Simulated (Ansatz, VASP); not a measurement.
**ZrB: VASP beside Ansatz**

```xyz
2
Lattice="0.0000 2.3977 2.3977 2.3250 0.0727 2.3250 2.3250 2.3250 0.0727" Properties=species:S:1:pos:R:3 pbc="T T T"
Zr    0.0000    0.0000    0.0000
B     2.3250    2.3977    2.3977
```

Change from the starting cell: strain +0.0625 x Voigt [0, 0, 0, 1, 0, 0], atoms carried along.

Alike in both runs: task single point; functional PBE; k mesh 18 × 18 × 18; occupations gaussian, width 0.15 eV; no spin polarisation.

```csv
,VASP,Ansatz
version,VASP 6.6.1,Ansatz 0.2.0
potentials or method,"VASP PAW PBE potentials, release 64 (Zr_sv, B), cutoff 520 eV","scalar-relativistic, plane waves, PAW"
valence electrons in the cell,15,15
```

VASP gave:

* gap on the k mesh at the Fermi level (eV): none
* pressure (GPa): 35.2
* traceless stress, the component that is largest in VASP (GPa): -3.63

**Question.** Which values does Ansatz return?

**Answer.** gap on the k mesh at the Fermi level (eV): none; pressure (GPa): 35.0; traceless stress, the component that is largest in VASP (GPa): -3.65.

A gap of «none» marks a metal or a gap that the smearing closes. Both programs put the cell under a high pressure, so it lies far from rest at this level.
